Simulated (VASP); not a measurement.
# ScGaTe3 (R-3m) in VASP: notebook

ScGaTe3 is run at these levels: PBE; tasks: single point, relaxation of cell and atoms.

All numbers are computed with VASP 6.6.1; they aren't measurements. Logs are shortened: lines on timing, memory, paths and dates and some standing lists are left out, and cuts for length are marked.

## (1) The cell of the first run

The structure is trigonal, space group R-3m (No. 166). Conventional cell: a = 7.032 Å, b = 7.032 Å, c = 11.899 Å, α = 90.00°, β = 90.00°, γ = 120.00°. Sc (site symmetry -3m) has 6 Te at 2.84 Å within 3.7 Å. Within 4.6 Å of Ga (site symmetry -3m) lie 12 Te at 3.52 to 4.46 Å and 6 Sc at 4.52 Å. Within 3.7 Å of Te (site symmetry 2/m) lie 2 Sc at 2.84 Å and 4 Te at 3.52 Å and 2 Ga at 3.52 Å.

## (2) Single point, PBE, collinear spin, ferromagnetic start

The input, INCAR:

```
PREC     = Accurate       # precision mode
ENCUT    = 520            # plane-wave cutoff, eV
EDIFF    = 1E-6           # SCF threshold, eV
ISMEAR   = 0              # smearing method
SIGMA    = 0.1            # smearing width, eV
LREAL    = F              # projectors in reciprocal space
LASPH    = T              # aspherical terms in the spheres
NELM     = 150            # most SCF steps
ALGO     = Normal         # electronic algorithm
ISIF     = 2              # what is computed and relaxed
LWAVE    = F              # write WAVECAR
LCHARG   = F              # write CHGCAR
ISPIN    = 2              # spin polarisation
MAGMOM   = 1 0 0 0 0      # initial moments
LORBIT   = 11             # projections on sites
LMAXMIX  = 4              # l up to which the mixer works
GGA      = PE             # functional
NBANDS   = 33             # bands
```

The input, KPOINTS:

```
Automatic mesh
0
Gamma
  3 3 3
```

The input, POSCAR:

```
ScGaTe3
1.0
    3.5159378718      2.0299276767      3.9663813489
   -3.5159378718      2.0299276767      3.9663813489
    0.0000000000     -4.0598553535      3.9663813489
Sc Ga Te
1 1 3
Direct
    0.0000000000      0.0000000000      0.0000000000
    0.5000000000      0.5000000000      0.5000000000
    0.0000000000      0.0000000000      0.5000000000
    0.5000000000      0.0000000000      0.0000000000
    0.0000000000      0.5000000000      0.0000000000
```

Potentials or basis: VASP PAW PBE potentials, release 64 (Sc_sv, Ga_d, Te).

On the command line:

```sh
> cat potpaw_PBE.64/Sc_sv/POTCAR potpaw_PBE.64/Ga_d/POTCAR potpaw_PBE.64/Te/POTCAR > POTCAR
> mpirun -np 1 vasp_std > vasp.out
```

OUTCAR:

```text
PREC = Accurate
   ENCUT = 520
   EDIFF = 1E-6
   ISMEAR = 0
   LREAL = F
   LASPH = T
   NELM = 150
   ISIF = 2
   ISPIN = 2
   LORBIT = 11
   GGA = PE

 ion  position               nearest neighbor table
   1  0.000  0.000  0.000-   4 2.84   5 2.84   5 2.84   4 2.84   3 2.84   3 2.84
   2  0.500  0.500  0.500-
   3  0.000  0.000  0.500-   1 2.84   1 2.84   4 3.52   5 3.52   5 3.52   4 3.52
   4  0.500  0.000  0.000-   1 2.84   1 2.84   3 3.52   3 3.52   5 3.52   5 3.52
   5  0.000  0.500  0.000-   1 2.84   1 2.84   3 3.52   3 3.52   4 3.52   4 3.52

  LATTYP: Found a trigonal (rhomboedric) cell.
 ALAT       =     5.6757912661
 COS(alpha) =     0.2325332846

  Lattice vectors:

 A1 = (   3.5159378718,   2.0299276767,   3.9663813489)
 A2 = (  -3.5159378718,   2.0299276767,   3.9663813489)
 A3 = (   0.0000000000,  -4.0598553535,   3.9663813489)

Analysis of symmetry for initial positions (statically):
=====================================================================
 Subroutine PRICEL returns:
 Original cell was already a primitive cell.

 Routine SETGRP: Setting up the symmetry group for a
 trigonal (rhombohedral) supercell.

 Subroutine GETGRP returns: Found 12 space group operations
 (whereof 12 operations were pure point group operations)
 out of a pool of 12 trial point group operations.

The static configuration has the point symmetry D_3d.

Analysis of symmetry for dynamics (positions and initial velocities):
=====================================================================
 Subroutine PRICEL returns:
 Original cell was already a primitive cell.

 Routine SETGRP: Setting up the symmetry group for a
 trigonal (rhombohedral) supercell.

 Subroutine GETGRP returns: Found 12 space group operations
 (whereof 12 operations were pure point group operations)
 out of a pool of 12 trial point group operations.

The dynamic configuration has the point symmetry D_3d.

Analysis of structural, dynamic, and magnetic symmetry:
=====================================================================
 Subroutine PRICEL returns:
 Original cell was already a primitive cell.

 Routine SETGRP: Setting up the symmetry group for a
 trigonal (rhombohedral) supercell.

 Subroutine GETGRP returns: Found 12 space group operations
 (whereof 12 operations were pure point group operations)
 out of a pool of 12 trial point group operations.

The overall configuration has the point symmetry D_3d.

 Subroutine INISYM returns: Found 12 space group operations
 (whereof 12 operations are pure point group operations),
 and found     1 'primitive' translations

----------------------------------------------------------------------------------------

                                     Primitive cell

  volume of cell :     169.8508

  direct lattice vectors                    reciprocal lattice vectors
     3.515937872  2.029927677  3.966381349     0.142209566  0.082104731  0.084039658
    -3.515937872  2.029927677  3.966381349    -0.142209566  0.082104731  0.084039658
     0.000000000 -4.059855353  3.966381349     0.000000000 -0.164209463  0.084039658

  length of vectors
     5.675791266  5.675791266  5.675791266     0.184465205  0.184465205  0.184465205

  position of ions in fractional coordinates (direct lattice)
     0.000000000  0.000000000  0.000000000
     0.500000000  0.500000000  0.500000000
     1.000000000  1.000000000  0.500000000
     0.500000000  1.000000000  0.000000000
     1.000000000  0.500000000  0.000000000

  ion indices of the primitive-cell ions
   primitive index   ion index
                 1           1
                 2           2
                 3           3
                 4           4
                 5           5

----------------------------------------------------------------------------------------

 KPOINTS: Automatic mesh

Automatic generation of k-mesh.
 Grid dimensions read from file:
 generate k-points for:    3    3    3

 Generating k-lattice:

  Cartesian coordinates                     Fractional coordinates (reciprocal lattice)
     0.047403189  0.027368244  0.028013219     0.333333333 -0.000000000  0.000000000
    -0.047403189  0.027368244  0.028013219    -0.000000000  0.333333333  0.000000000
     0.000000000 -0.054736488  0.028013219     0.000000000  0.000000000  0.333333333

  Length of vectors
     0.061488402  0.061488402  0.061488402

  Shift w.r.t. Gamma in fractional coordinates (k-lattice)
     0.000000000  0.000000000  0.000000000

 Subroutine IBZKPT returns following result:
 ===========================================

 Found      6 irreducible k-points:

 Following reciprocal coordinates:
            Coordinates               Weight
  0.000000  0.000000  0.000000      1.000000
  0.333333  0.000000  0.000000      6.000000
  0.333333  0.333333  0.000000      6.000000
 -0.333333  0.333333  0.000000      6.000000
  0.333333  0.333333  0.333333      2.000000
 -0.333333  0.333333  0.333333      6.000000
   k-points           NKPTS =      6   k-points in BZ     NKDIM =      6   number of bands    NBANDS=     33
   number of dos      NEDOS =    301   number of ions     NIONS =      5
   total plane-waves  NPLWV =  74088
   dimension x,y,z NGX =    42 NGY =   42 NGZ =   42
   dimension x,y,z NGXF=    84 NGYF=   84 NGZF=   84
   ions per type =               1   1   3
   NGX,Y,Z   is equivalent  to a cutoff of  12.30, 12.30, 12.30 a.u.
   NGXF,Y,Z  is equivalent  to a cutoff of  24.60, 24.60, 24.60 a.u.
 SYSTEM =  unknown system
   PREC   = accura    normal or accurate (medium, high low for compatibility)
   ISTART =      0    job   : 0-new  1-cont  2-samecut
   ICHARG =      2    charge: 1-file 2-atom 10-const
   ISPIN  =      2    spin polarized calculation?
   LNONCOLLINEAR =      F non collinear calculations
   LSORBIT =      F    spin-orbit coupling
   LASPH  =      T    aspherical Exc in radial PAW
   ENCUT  =  520.0 eV  38.22 Ry    6.18 a.u.  10.55 10.55 10.55*2*pi/ulx,y,z
   NELM   =    150;   NELMIN=  2; NELMDL= -5     # of ELM steps
   EDIFF  = 0.1E-05   stopping-criterion for ELM
   LREAL  =      F    real-space projection
[... 7 lines left out ...]
   TEBEG  =    0.0;   TEEND  =   0.0 temperature during run
   PSTRESS=    0.0 pullay stress
   NELECT =      42.0000    total number of electrons
   NUPDOWN=      -1.0000    fix difference up-down
   EMIN   =  10.00;   EMAX   =-10.00  energy-range for DOS
   EFERMI =   0.00;   METHOD = LEGACY
   ISMEAR =     0;   SIGMA  =   0.10  broadening in eV -4-tet -1-fermi 0-gaus
   EFERMI_NEDOS =   21; number of points for ismear=-14 and -15
   IALGO  =     38    algorithm
   IMIX   =      4    mixing-type and parameters
     AMIX     =   0.40;   BMIX     =  1.00
     AMIX_MAG =   1.60;   BMIX_MAG =  1.00
  volume/ion in A,a.u.               =      33.97       229.24
  Fermi-wavevector in a.u.,A,eV,Ry     =   1.027548  1.941784 14.365777  1.055855
  Thomas-Fermi vector in A             =   2.161499
   LORBIT       =     11    0 simple, 1 ext, 2 COOP (PROOUT), +10 PAW based schemes
   GGA     = PE    functional components
   LHFCALC =     F    Hartree Fock is set to
   AEXX    =    0.0000 exact exchange contribution
   IVDW    =     0    specifies the selected vdW correction
   LEPSILON=     F    determine dielectric tensor
   LRPA    =     F    only Hartree local field effects (RPA)
 spin polarized calculation
 Gauss-broadening in eV      SIGMA  =   0.10
  energy-cutoff  :      520.00
  volume of cell :      169.85
 maximum number of plane-waves:      4599
 NGX is ok and might be reduce to    42
   NGX = 21   NGY = 21   NGZ = 21

 number of electron      41.9999993 magnetization      -0.0000248

 number of electron      41.9999993 magnetization       0.0000381

 Free energy of the ion-electron system (eV)
  ---------------------------------------------------
  ext. energy  EPLUGINS =         0.00000000
  ---------------------------------------------------
  free energy    TOTEN  =       -20.55535157 eV

  energy without entropy =      -20.55534916  energy(sigma->0) =      -20.55535037

 E-fermi :   4.1254     XC(G=0):  -8.6535

 val. band max:        3.8213263431   @ k =  -0.3333   0.3333   0.0000
 cond. band min:       4.4126729826   @ k =   0.0000   0.0000   0.0000
 fundamental gap:      0.5913466395
 Fermi energy:         4.1254240459

 spin component 1

 k-point     1 :       0.0000    0.0000    0.0000
  band No.  band energies     occupation
      1     -46.1307      1.00000
      2     -24.7875      1.00000
      3     -24.7875      1.00000
      4     -24.7654      1.00000
      5     -11.1522      1.00000
      6     -11.1346      1.00000
[... 25 lines left out ...]
     32       8.6907      0.00000
     33       8.7603      0.00000
[... 148 lines left out ...]
      2     -24.7870      1.00000
      3     -24.7870      1.00000
      4     -24.7649      1.00000
      5     -11.1524      1.00000
      6     -11.1344      1.00000
[... 25 lines left out ...]
     32       9.9249      0.00000
     33      10.1687      0.00000
 Fermi energy:         4.1254240459

 spin component 2

 k-point     1 :       0.0000    0.0000    0.0000
  band No.  band energies     occupation
      1     -46.1308      1.00000
      2     -24.7875      1.00000
      3     -24.7875      1.00000
      4     -24.7655      1.00000
      5     -11.1523      1.00000
      6     -11.1346      1.00000
[... 25 lines left out ...]
     32       8.6907      0.00000
     33       8.7426      0.00000
[... 149 lines left out ...]
      3     -24.7870      1.00000
      4     -24.7649      1.00000
      5     -11.1524      1.00000
      6     -11.1344      1.00000
[... 25 lines left out ...]
     32       9.9249      0.00000
     33      10.1687      0.00000

------------------------ aborting loop because EDIFF is reached ----------------------------------------

  FORCE on cell =-STRESS in cart. coord.  units (eV):
  Direction    XX          YY          ZZ          XY          YZ          ZX
  --------------------------------------------------------------------------------------
  -------------------------------------------------------------------------------------
  Total       -0.0296073     -0.0296073      0.1859201     -0.0000000     -0.0000000      0.0000000
  in kB       -0.2792809     -0.2792809      1.7537567     -0.0000000     -0.0000000      0.0000000
  external PRESSURE =       0.3983983 kB  Pullay stress =       0.0000000 kB

 VOLUME and BASIS-vectors are now :
 -----------------------------------------------------------------------------
  energy-cutoff  :      520.00
  volume of cell :      169.85
      direct lattice vectors                 reciprocal lattice vectors
     3.515937872  2.029927677  3.966381349     0.142209566  0.082104731  0.084039658
    -3.515937872  2.029927677  3.966381349    -0.142209566  0.082104731  0.084039658
     0.000000000 -4.059855353  3.966381349     0.000000000 -0.164209463  0.084039658

 POSITION                                       TOTAL-FORCE (eV/Angst)
 -----------------------------------------------------------------------------------
      0.00000      0.00000      0.00000         0.000000      0.000000     -0.000000
      0.00000     -0.00000      5.94957        -0.000000     -0.000000     -0.000000
      0.00000     -2.02993      1.98319         0.000000      0.000000      0.000000
      1.75797      1.01496      1.98319         0.000000     -0.000000      0.000000
     -1.75797      1.01496      1.98319         0.000000      0.000000      0.000000
 -----------------------------------------------------------------------------------
    total drift:                                0.000000      0.000000     -0.000000

  FREE ENERGIE OF THE ION-ELECTRON SYSTEM (eV)
  ---------------------------------------------------
  free  energy   TOTEN  =       -20.5553515692 eV

  energy  without entropy=      -20.5553491636  energy(sigma->0) =      -20.55535037

 total charge

# of ion       s       p       d       tot
------------------------------------------
    1        2.183   6.145   1.068   9.396
    2        1.232   0.176   9.928  11.337
    3        1.388   1.964   0.023   3.376
    4        1.388   1.964   0.023   3.376
    5        1.388   1.964   0.023   3.376
--------------------------------------------------
tot          7.578  12.214  11.067  30.859

 magnetization (x)

# of ion       s       p       d       tot
------------------------------------------
    1        0.000   0.000  -0.000  -0.000
    2       -0.000   0.000   0.000  -0.000
    3       -0.000   0.000  -0.000  -0.000
    4       -0.000   0.000  -0.000  -0.000
    5       -0.000   0.000  -0.000  -0.000
--------------------------------------------------
tot         -0.000   0.000  -0.000  -0.000
```

It took 54 s on 1 thread of AMD EPYC 9R45 (Zen 5), shared host; peak memory 0.3 GiB.

Results:

- Free energy: -20.5554 eV
- Pressure: 0.0 GPa
- Band gap on the k mesh: zero (filled and empty bands overlap)
- Net moment: 0.00 μB per cell
- Valence electrons inside the program's atomic spheres: Sc 9.40; Ga 11.34; Te 3.38

Stress tensor (GPa, compression positive):
```
-0.03  0.00  0.00
 0.00 -0.03  0.00
 0.00  0.00  0.18
```

Caveat: the k points lie up to 0.39 Å⁻¹ apart; spin-orbit coupling is left out, which moves the levels of the heavy elements.

## (3) Relaxation of cell and atoms, PBE

The input, INCAR:

```
PREC     = Accurate       # precision mode
ENCUT    = 600            # plane-wave cutoff, eV
EDIFF    = 1E-6           # SCF threshold, eV
ISMEAR   = 0              # smearing method
SIGMA    = 0.1            # smearing width, eV
LREAL    = F              # projectors in reciprocal space
LASPH    = T              # aspherical terms in the spheres
NELM     = 80             # most SCF steps
ALGO     = Normal         # electronic algorithm
ISIF     = 3              # what is computed and relaxed
LWAVE    = F              # write WAVECAR
LCHARG   = F              # write CHGCAR
GGA      = PE             # functional
IBRION   = 2              # ionic algorithm
NSW      = 100            # ionic steps
EDIFFG   = -0.01          # ionic threshold
```

The input, KPOINTS:

```
Automatic mesh
0
Gamma
  6 6 6
```

POSCAR is that of step 2.

Potentials or basis: VASP PAW PBE potentials, release 64 (Sc_sv, Ga_d, Te).

On the command line:

```sh
> cat potpaw_PBE.64/Sc_sv/POTCAR potpaw_PBE.64/Ga_d/POTCAR potpaw_PBE.64/Te/POTCAR > POTCAR
> mpirun -np 1 vasp_std > vasp.out
```

Wall time 7.1 min (1 thread of AMD EPYC 9R45 (Zen 5), shared host); peak memory 0.44 GiB.

It converged, with:

* Free energy: -20.3140 eV
* Relaxed volume: 34.31 Å³/atom
* Relaxed cell: a = 5.663 Å, b = 5.663 Å, c = 5.663 Å, α = 78.27°, β = 78.27°, γ = 78.27°
* Space group after relaxing (to 0.05 Å): R-3m (No. 166)
* Energy gained by relaxing: 3.0 meV/atom
* Ionic steps: 5
* Pressure after relaxing: 0.0 GPa
* Band gap on the k mesh: zero (band 21 reaches 4.67 eV, above the bottom of band 22 at 3.57 eV)

Step by step:
| step | energy change (eV) | largest force (eV/Å) | pressure (GPa) | volume (Å³) |
| --- | --- | --- | --- | --- |
| 1 | 0.0000 | 0.0000 | 0.29 | 169.85 |
| 2 | -0.0073 | 0.0000 | -0.01 | 171.35 |
| 3 | -0.0102 | 0.0000 | -0.34 | 173.16 |
| 4 | -0.0145 | 0.0000 | -0.09 | 171.96 |
| 5 | -0.0149 | 0.0000 | 0.01 | 171.56 |

Final structure:
```
CELL_PARAMETERS angstrom
3.57392 2.06340 3.87731
-3.57392 2.06340 3.87731
0.00000 -4.12681 3.87731
ATOMIC_POSITIONS crystal
Sc 0.00000 0.00000 0.00000
Ga 0.50000 0.50000 0.50000
Te 0.00000 0.00000 0.50000
Te 0.50000 0.00000 0.00000
Te 0.00000 0.50000 0.00000
```

Levels at points of the mesh, in eV from the Fermi level:
```csv
k point,band 17,band 18,band 19,band 20,band 21,band 22,band 23,band 24,band 25
"(0.00, 0.00, 0.00)",-1.63,-1.63,-1.40,0.20,0.67,0.67,0.73,0.80,0.80
"(0.50, 0.00, 0.00)",-2.49,-2.03,-1.61,-1.40,-0.90,0.41,0.75,1.38,1.77
"(0.50, 0.50, 0.00)",-2.51,-2.27,-1.80,-1.73,-1.66,0.79,1.43,1.93,1.99
"(0.50, 0.50, 0.50)",-3.89,-2.43,-2.43,0.68,0.73,0.73,1.85,1.96,1.96
```

Caveat: spin-orbit coupling is left out, which moves the levels of the heavy elements.
